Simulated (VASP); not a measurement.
Write the native input for VASP 6.6.1 that does the following.

* Task: single point
* Functional: PBE
* Potentials or basis: VASP PAW PBE potentials, release 64 (Mg, O)
* Cutoff: 520 eV
* k mesh: 10 × 10 × 10
* Occupations: fermi-dirac, width 0.02 eV
* Spin: no spin polarisation
* Dipole correction: no
* Further INCAR settings: ALGO = Normal; EDIFF = 1e-06; NBANDS = 11

The structure of MgO lies in POSCAR:

```
MgO
1.0
    2.7807500762      0.0000000000      0.0000000000
    0.0000000000      2.7807500762      0.0000000000
    0.0000000000      0.0000000000      2.7807500762
Mg O
1 1
Direct
    0.0000000000      0.0000000000      0.0000000000
    0.5000000000      0.5000000000      0.5000000000
```

This cell differs from its parent crystal: strain +6.0%.

These files were run (other wordings do the same):

INCAR

```
PREC = Accurate
ENCUT = 520
EDIFF = 1E-6
ISMEAR = -1
SIGMA = 0.02
LREAL = F
LASPH = T
NELM = 80
ALGO = Normal
ISIF = 2
LWAVE = F
LCHARG = F
GGA = PE
NBANDS = 11
```

KPOINTS

```
regular mesh
0
Gamma
  10 10 10
```

Potentials or basis: VASP PAW PBE potentials, release 64 (Mg, O).

The run is started by

```console
$ cat potpaw_PBE.64/Mg/POTCAR potpaw_PBE.64/O/POTCAR > POTCAR
$ mpirun -np 1 vasp_std > vasp.out
```

Results of the run:

```json
{
  "Pressure": "-14.6 GPa",
  "Band gap on the k mesh": "1.21 eV, indirect (least direct gap 2.04 eV)"
}
```

Caveat: the cell differs from its parent crystal (strain +6.0%).

Wall time 7.6 s on 1 thread of Intel(R) Xeon(R) Platinum 8259CL CPU @ 2.50GHz (Skylake/Cascade Lake), on a shared host, peak memory 0.14 GiB.
